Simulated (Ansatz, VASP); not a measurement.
CdTe: VASP beside Ansatz

File INCAR:

```
SYSTEM = CdTe
ALGO     = Normal         ! electronic algorithm
EDIFF    = 1E-6           ! SCF threshold, eV
ENCUT    = 520            ! plane-wave cutoff, eV
ISIF     = 2              ! what is computed and relaxed
ISMEAR   = 0              ! smearing method
LASPH    = .TRUE.         ! aspherical terms in the spheres
LCHARG   = .FALSE.        ! write CHGCAR
LREAL    = .FALSE.        ! projectors in reciprocal space
LWAVE    = .FALSE.        ! write WAVECAR
NBANDS   = 16             ! bands
NELM     = 60             ! most SCF steps
PREC     = Accurate       ! precision mode
SIGMA    = 0.05           ! smearing width, eV
```

The input KPOINTS:

```
k-points
0
G
  8 8 8
  0 0 0
```

The input POSCAR:

```
CdTe
1.0
    0.0000000000      3.1762565551      3.1762565551
    3.1762565551      0.0000000000      3.1762565551
    3.1762565551      3.1762565551      0.0000000000
Cd Te
1 1
Direct
    0.0000000000      0.0000000000      0.0000000000
    0.7500000000      0.7500000000      0.7500000000
```

Input for Ansatz:

```yaml
crystal:
  lattice:
    - [0.0, 3.1762565551, 3.1762565551]
    - [3.1762565551, 0.0, 3.1762565551]
    - [3.1762565551, 3.1762565551, 0.0]
  atoms:
    - { symbol: Cd, position: [0.0, 0.0, 0.0] }
    - { symbol: Te, position: [0.75, 0.75, 0.75] }
basis:
  ecutwfc: 420
kpoints:
  mp_grid: { grid: [8, 8, 8] }
hamiltonian:
  xc: lda
  pseudopotentials: { kind: paw }
scf:
  occupations: { method: gaussian, width: 0.05 }
output:
  forces: true
  stress: true
  eigenvalues: true
```

Alike in both runs: task single point; functional LDA; k mesh 8 × 8 × 8; occupations gaussian, width 0.05 eV; no spin polarisation.

```csv
,VASP,Ansatz
version,VASP 6.6.1,Ansatz 0.2.0
potentials or method,"VASP PAW LDA potentials, release 64 (Cd, Te), cutoff 520 eV","scalar-relativistic, plane waves, PAW"
valence electrons in the cell,18,36
```

```tsv
	VASP	Ansatz	Ansatz less VASP
gap on the k mesh at the Fermi level (eV)	0.74	0.69	-0.044
least direct gap on the mesh (eV)	0.74	0.69	-0.044
pressure (GPa)	1.6	1.3	-0.30
```

LDA's correlation is that of Perdew and Zunger in VASP and of Perdew and Wang (1992) in Ansatz. VASP's potentials hold 18 valence electrons a cell and Ansatz's 36, so a difference there can come from the potentials and not from the codes.

Spin-orbit coupling is off throughout.
